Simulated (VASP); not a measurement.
A run of VASP 6.6.1 is set up as follows.

File INCAR:

```
SYSTEM = CdS
  PREC = Accurate
  ENCUT = 500
  EDIFF = 1E-6
  ISMEAR = 0
  SIGMA = 0.01
  LREAL = .FALSE.
  LASPH = .TRUE.
  NELM = 120
  ALGO = Normal
  ISIF = 2
  LWAVE = .FALSE.
  LCHARG = .FALSE.
  GGA = PE
  NBANDS = 16
  GGA_COMPAT = .FALSE.
```

Contents of KPOINTS:

```
regular mesh
0
G
  6 6 6
  0 0 0
```

Contents of POSCAR:

```
CdS
1.0
    0.0000000000      2.9926338154      2.9926338154
    2.9926338154      0.0000000000      2.9926338154
    2.9926338154      2.9926338154      0.0000000000
Cd S
1 1
Direct
    0.0000000000      0.0000000000      0.0000000000
    0.2500000000      0.2500000000      0.2500000000
```

Potentials or basis: VASP PAW PBE potentials, release 64 (Cd, S).

Command:

```bash
$ cat potpaw_PBE.64/Cd/POTCAR potpaw_PBE.64/S/POTCAR > POTCAR
$ mpirun -np 1 vasp_std > vasp.out
```

(1) What does it give for the band gap on the k mesh?

(2) What does it give for the pressure?

## Answers

(1) 0.97 eV.

(2) -1.2 GPa.
